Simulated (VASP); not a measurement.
# CsSnI3 (Pm-3m) in VASP: a series of runs

The runs below take CsSnI3 through single point, with PBEsol, RPBE+D3(BJ), PBEsol+D3(BJ).

All numbers are computed with VASP 6.6.1; they aren't measurements. Logs are shortened: lines on timing, memory, paths and dates and some standing lists are left out, and cuts for length are marked.

## Step 1: The cell of the first run

It takes space group Pm-3m (No. 221, cubic). The conventional cell has a = 6.079 Å, b = 6.079 Å, c = 6.079 Å, α = 90.00°, β = 90.00°, γ = 90.00°. Within 5.6 Å of Cs (site symmetry m-3m) lie 12 I at 4.30 Å and 8 Sn at 5.26 Å. I (site symmetry 4/mmm) has 2 Sn at 3.04 Å within 4.0 Å. Within 4.0 Å of Sn (site symmetry m-3m) lie 6 I at 3.04 Å.

## Step 2: Single point, PBEsol (volume scaled by 0.94)

File INCAR:

```
SYSTEM = CsSnI3
PREC = Accurate
ENCUT = 500
EDIFF = 1E-6
ISMEAR = -1
SIGMA = 0.05
LREAL = .FALSE.
LASPH = .TRUE.
NELM = 120
ALGO = Normal
ISIF = 2
LWAVE = .FALSE.
LCHARG = .FALSE.
GGA = PS
NBANDS = 30
GGA_COMPAT = .FALSE.
```

File KPOINTS:

```
Automatic mesh
0
G
  5 5 5
  0 0 0
```

File POSCAR:

```
CsSnI3
1.0
    6.0790175149      0.0000000000      0.0000000000
    0.0000000000      6.0790175149      0.0000000000
    0.0000000000      0.0000000000      6.0790175149
Cs I Sn
1 3 1
Direct
    0.0000000000      0.0000000000      0.0000000000
    0.5000000000      0.5000000000      0.0000000000
    0.5000000000      0.0000000000      0.5000000000
    0.0000000000      0.5000000000      0.5000000000
    0.5000000000      0.5000000000      0.5000000000
```

Potentials or basis: VASP PAW PBE potentials, release 64 (Cs_sv, I, Sn_d).

Command:

```
$ cat potpaw_PBE.64/Cs_sv/POTCAR potpaw_PBE.64/I/POTCAR potpaw_PBE.64/Sn_d/POTCAR > POTCAR
$ mpirun -np 1 vasp_std > vasp.out
```

OUTCAR:

```text
SYSTEM = CsSnI3
   PREC = Accurate
   ENCUT = 500
   EDIFF = 1E-6
   ISMEAR = -1
   LREAL = .FALSE.
   LASPH = .TRUE.
   NELM = 120
   ISIF = 2
   GGA = PS

 ion  position               nearest neighbor table
   1  0.000  0.000  0.000-
   2  0.500  0.500  0.000-   5 3.04   5 3.04
   3  0.500  0.000  0.500-   5 3.04   5 3.04
   4  0.000  0.500  0.500-   5 3.04   5 3.04
   5  0.500  0.500  0.500-   2 3.04   3 3.04   4 3.04   2 3.04   3 3.04   4 3.04

  LATTYP: Found a simple cubic cell.
 ALAT       =     6.0790175149

  Lattice vectors:

 A1 = (   6.0790175149,   0.0000000000,   0.0000000000)
 A2 = (   0.0000000000,   6.0790175149,   0.0000000000)
 A3 = (   0.0000000000,   0.0000000000,   6.0790175149)

Analysis of symmetry for initial positions (statically):
=====================================================================
 Subroutine PRICEL returns:
 Original cell was already a primitive cell.

 Routine SETGRP: Setting up the symmetry group for a
 simple cubic supercell.

 Subroutine GETGRP returns: Found 48 space group operations
 (whereof 48 operations were pure point group operations)
 out of a pool of 48 trial point group operations.

The static configuration has the point symmetry O_h .

Analysis of symmetry for dynamics (positions and initial velocities):
=====================================================================
 Subroutine PRICEL returns:
 Original cell was already a primitive cell.

 Routine SETGRP: Setting up the symmetry group for a
 simple cubic supercell.

 Subroutine GETGRP returns: Found 48 space group operations
 (whereof 48 operations were pure point group operations)
 out of a pool of 48 trial point group operations.

The dynamic configuration has the point symmetry O_h .

 Subroutine INISYM returns: Found 48 space group operations
 (whereof 48 operations are pure point group operations),
 and found     1 'primitive' translations

----------------------------------------------------------------------------------------

                                     Primitive cell

  volume of cell :     224.6468

  direct lattice vectors                    reciprocal lattice vectors
     6.079017515  0.000000000  0.000000000     0.164500266  0.000000000  0.000000000
     0.000000000  6.079017515  0.000000000     0.000000000  0.164500266  0.000000000
     0.000000000  0.000000000  6.079017515     0.000000000  0.000000000  0.164500266

  length of vectors
     6.079017515  6.079017515  6.079017515     0.164500266  0.164500266  0.164500266

  position of ions in fractional coordinates (direct lattice)
     0.000000000  0.000000000  0.000000000
     0.500000000  0.500000000  0.000000000
     0.500000000  0.000000000  0.500000000
     0.000000000  0.500000000  0.500000000
     0.500000000  0.500000000  0.500000000

  ion indices of the primitive-cell ions
   primitive index   ion index
                 1           1
                 2           2
                 3           3
                 4           4
                 5           5

----------------------------------------------------------------------------------------

 KPOINTS: Automatic mesh

Automatic generation of k-mesh.
 Grid dimensions read from file:
 generate k-points for:    5    5    5

 Generating k-lattice:

  Cartesian coordinates                     Fractional coordinates (reciprocal lattice)
     0.032900053  0.000000000  0.000000000     0.200000000  0.000000000  0.000000000
     0.000000000  0.032900053  0.000000000     0.000000000  0.200000000  0.000000000
     0.000000000  0.000000000  0.032900053     0.000000000  0.000000000  0.200000000

  Length of vectors
     0.032900053  0.032900053  0.032900053

  Shift w.r.t. Gamma in fractional coordinates (k-lattice)
     0.000000000  0.000000000  0.000000000

 Subroutine IBZKPT returns following result:
 ===========================================

 Found     10 irreducible k-points:

 Following reciprocal coordinates:
            Coordinates               Weight
  0.000000  0.000000  0.000000      1.000000
  0.200000  0.000000  0.000000      6.000000
  0.400000  0.000000  0.000000      6.000000
  0.200000  0.200000  0.000000     12.000000
  0.400000  0.200000  0.000000     24.000000
  0.400000  0.400000  0.000000     12.000000
  0.200000  0.200000  0.200000      8.000000
  0.400000  0.200000  0.200000     24.000000
  0.400000  0.400000  0.200000     24.000000
  0.400000  0.400000  0.400000      8.000000
   k-points           NKPTS =     10   k-points in BZ     NKDIM =     10   number of bands    NBANDS=     30
   number of dos      NEDOS =    301   number of ions     NIONS =      5
   total plane-waves  NPLWV = 110592
   dimension x,y,z NGX =    48 NGY =   48 NGZ =   48
   dimension x,y,z NGXF=    96 NGYF=   96 NGZF=   96
   ions per type =               1   3   1
   NGX,Y,Z   is equivalent  to a cutoff of  13.13, 13.13, 13.13 a.u.
   NGXF,Y,Z  is equivalent  to a cutoff of  26.25, 26.25, 26.25 a.u.
 SYSTEM =  CsSnI3
   PREC   = accura    normal or accurate (medium, high low for compatibility)
   ISTART =      0    job   : 0-new  1-cont  2-samecut
   ICHARG =      2    charge: 1-file 2-atom 10-const
   ISPIN  =      1    spin polarized calculation?
   LNONCOLLINEAR =      F non collinear calculations
   LSORBIT =      F    spin-orbit coupling
   LASPH  =      T    aspherical Exc in radial PAW
   ENCUT  =  500.0 eV  36.75 Ry    6.06 a.u.  11.08 11.08 11.08*2*pi/ulx,y,z
   NELM   =    120;   NELMIN=  2; NELMDL= -5     # of ELM steps
   EDIFF  = 0.1E-05   stopping-criterion for ELM
   LREAL  =      F    real-space projection
   EDIFFG = 0.1E-04   stopping-criterion for IOM
   NSW    =      0    number of steps for IOM
   IBRION =     -1    ionic relax: 0-MD 1-quasi-New 2-CG
   NFREE  =      0    steps in history (QN), initial steepest desc. (CG)
   ISIF   =      2    stress and relaxation
   ISYM   =      2    0-nonsym 1-usesym 2-fastsym
   POTIM  = 0.5000    time-step for ionic-motion
   TEBEG  =    0.0;   TEEND  =   0.0 temperature during run
   PSTRESS=    0.0 pullay stress
   NELECT =      44.0000    total number of electrons
   NUPDOWN=      -1.0000    fix difference up-down
   EMIN   =  10.00;   EMAX   =-10.00  energy-range for DOS
   EFERMI =   0.00;   METHOD = LEGACY
   ISMEAR =    -1;   SIGMA  =   0.05  broadening in eV -4-tet -1-fermi 0-gaus
   EFERMI_NEDOS =   21; number of points for ismear=-14 and -15
   IALGO  =     38    algorithm
   IMIX   =      4    mixing-type and parameters
     AMIX     =   0.40;   BMIX     =  1.00
     AMIX_MAG =   1.60;   BMIX_MAG =  1.00
  volume/ion in A,a.u.               =      44.93       303.20
  Fermi-wavevector in a.u.,A,eV,Ry     =   0.950734  1.796627 12.298238  0.903895
  Thomas-Fermi vector in A             =   2.079138
   LORBIT       =      0    0 simple, 1 ext, 2 COOP (PROOUT), +10 PAW based schemes
   GGA     = PS    functional components
   LHFCALC =     F    Hartree Fock is set to
   AEXX    =    0.0000 exact exchange contribution
   IVDW    =     0    specifies the selected vdW correction
   LEPSILON=     F    determine dielectric tensor
   LRPA    =     F    only Hartree local field effects (RPA)
 non-spin polarized calculation
  energy-cutoff  :      500.00
  volume of cell :      224.65
 maximum number of plane-waves:      5728
 NGX is ok and might be reduce to    48
   NGX = 23   NGY = 23   NGZ = 23

 number of electron      44.0000021 magnetization

 Free energy of the ion-electron system (eV)
  ---------------------------------------------------
  ext. energy  EPLUGINS =         0.00000000
  ---------------------------------------------------
  free energy    TOTEN  =       -15.12162835 eV

  energy without entropy =      -15.12162833  energy(sigma->0) =      -15.12162834

 E-fermi :   3.2836     XC(G=0):  -7.9546

 val. band max:        2.4673813838   @ k =   0.4000   0.4000   0.4000
 cond. band min:       4.1346767344   @ k =   0.4000   0.4000   0.4000
 fundamental gap:      1.6672953506
 Fermi energy:         3.2835825294

 k-point     1 :       0.0000    0.0000    0.0000
  band No.  band energies     occupation
      1     -18.9867      2.00000
      2     -18.6379      2.00000
      3     -18.6379      2.00000
      4     -18.6062      2.00000
      5     -18.6062      2.00000
      6     -18.6062      2.00000
[... 22 lines left out ...]
     29       8.3403      0.00000
     30       8.3403      0.00000

 k-point     2 :       0.2000    0.0000    0.0000
  band No.  band energies     occupation
      1     -18.9865      2.00000
      2     -18.6379      2.00000
      3     -18.6370      2.00000
      4     -18.6062      2.00000
      5     -18.6062      2.00000
      6     -18.6062      2.00000
[... 22 lines left out ...]
     29       6.9212      0.00000
     30       8.1967      0.00000

 k-point     3 :       0.4000    0.0000    0.0000
  band No.  band energies     occupation
      1     -18.9862      2.00000
      2     -18.6379      2.00000
      3     -18.6357      2.00000
      4     -18.6064      2.00000
      5     -18.6064      2.00000
      6     -18.6062      2.00000
[... 22 lines left out ...]
     29       7.7423      0.00000
     30       7.7423      0.00000

 k-point     4 :       0.2000    0.2000    0.0000
  band No.  band energies     occupation
      1     -18.9863      2.00000
      2     -18.6374      2.00000
      3     -18.6366      2.00000
      4     -18.6063      2.00000
      5     -18.6062      2.00000
      6     -18.6062      2.00000
[... 22 lines left out ...]
     29       7.0479      0.00000
     30       7.5606      0.00000

 k-point     5 :       0.4000    0.2000    0.0000
  band No.  band energies     occupation
      1     -18.9860      2.00000
      2     -18.6373      2.00000
      3     -18.6354      2.00000
      4     -18.6065      2.00000
      5     -18.6064      2.00000
      6     -18.6062      2.00000
[... 22 lines left out ...]
     29       7.6380      0.00000
     30       7.9471      0.00000

 k-point     6 :       0.4000    0.4000    0.0000
  band No.  band energies     occupation
      1     -18.9856      2.00000
      2     -18.6368      2.00000
      3     -18.6346      2.00000
      4     -18.6066      2.00000
      5     -18.6064      2.00000
      6     -18.6064      2.00000
[... 22 lines left out ...]
     29       8.0332      0.00000
     30       8.0637      0.00000

 k-point     7 :       0.2000    0.2000    0.2000
  band No.  band energies     occupation
      1     -18.9861      2.00000
      2     -18.6366      2.00000
      3     -18.6366      2.00000
      4     -18.6063      2.00000
      5     -18.6063      2.00000
      6     -18.6063      2.00000
[... 22 lines left out ...]
     29       7.6132      0.00000
     30       7.6997      0.00000

 k-point     8 :       0.4000    0.2000    0.2000
  band No.  band energies     occupation
      1     -18.9858      2.00000
      2     -18.6366      2.00000
      3     -18.6352      2.00000
      4     -18.6065      2.00000
      5     -18.6065      2.00000
      6     -18.6063      2.00000
[... 22 lines left out ...]
     29       7.8846      0.00000
     30       8.2152      0.00000

 k-point     9 :       0.4000    0.4000    0.2000
  band No.  band energies     occupation
      1     -18.9855      2.00000
      2     -18.6359      2.00000
      3     -18.6346      2.00000
      4     -18.6066      2.00000
      5     -18.6065      2.00000
      6     -18.6065      2.00000
[... 22 lines left out ...]
     29       7.6849      0.00000
     30       8.1208      0.00000

 k-point    10 :       0.4000    0.4000    0.4000
  band No.  band energies     occupation
      1     -18.9852      2.00000
      2     -18.6346      2.00000
      3     -18.6346      2.00000
      4     -18.6066      2.00000
      5     -18.6066      2.00000
      6     -18.6066      2.00000
[... 22 lines left out ...]
     29       7.3057      0.00000
     30       8.3696      0.00000

------------------------ aborting loop because EDIFF is reached ----------------------------------------

  FORCE on cell =-STRESS in cart. coord.  units (eV):
  Direction    XX          YY          ZZ          XY          YZ          ZX
  --------------------------------------------------------------------------------------
  -------------------------------------------------------------------------------------
  Total        0.5356677      0.5356677      0.5356677      0.0000000      0.0000000     -0.0000000
  in kB        3.8203741      3.8203741      3.8203741      0.0000000      0.0000000     -0.0000000
  external PRESSURE =       3.8203741 kB  Pullay stress =       0.0000000 kB

 VOLUME and BASIS-vectors are now :
 -----------------------------------------------------------------------------
  energy-cutoff  :      500.00
  volume of cell :      224.65
      direct lattice vectors                 reciprocal lattice vectors
     6.079017515  0.000000000  0.000000000     0.164500266  0.000000000  0.000000000
     0.000000000  6.079017515  0.000000000     0.000000000  0.164500266  0.000000000
     0.000000000  0.000000000  6.079017515     0.000000000  0.000000000  0.164500266

 POSITION                                       TOTAL-FORCE (eV/Angst)
 -----------------------------------------------------------------------------------
      0.00000      0.00000      0.00000         0.000000      0.000000      0.000000
      3.03951      3.03951      0.00000         0.000000      0.000000      0.000000
      3.03951      0.00000      3.03951         0.000000      0.000000      0.000000
      0.00000      3.03951      3.03951         0.000000      0.000000      0.000000
      3.03951      3.03951      3.03951         0.000000      0.000000      0.000000
 -----------------------------------------------------------------------------------
    total drift:                                0.000000     -0.000000     -0.000000

  FREE ENERGIE OF THE ION-ELECTRON SYSTEM (eV)
  ---------------------------------------------------
  free  energy   TOTEN  =       -15.1216283514 eV

  energy  without entropy=      -15.1216283328  energy(sigma->0) =      -15.12162834
```

Wall time 82 s (1 thread of AMD EPYC 7R43 (Zen 3), shared host); peak memory 0.3 GiB.

Results:

```yaml
Free_energy: -15.1216 eV
Pressure: 0.4 GPa
Band_gap_on_the_k_mesh: 1.67 eV, direct
```

Caveat: the PAW data sets were made with another functional, which shifts forces and pressure a little; spin-orbit coupling is left out, which moves the levels of the heavy elements.

[end of part 1 of 3]
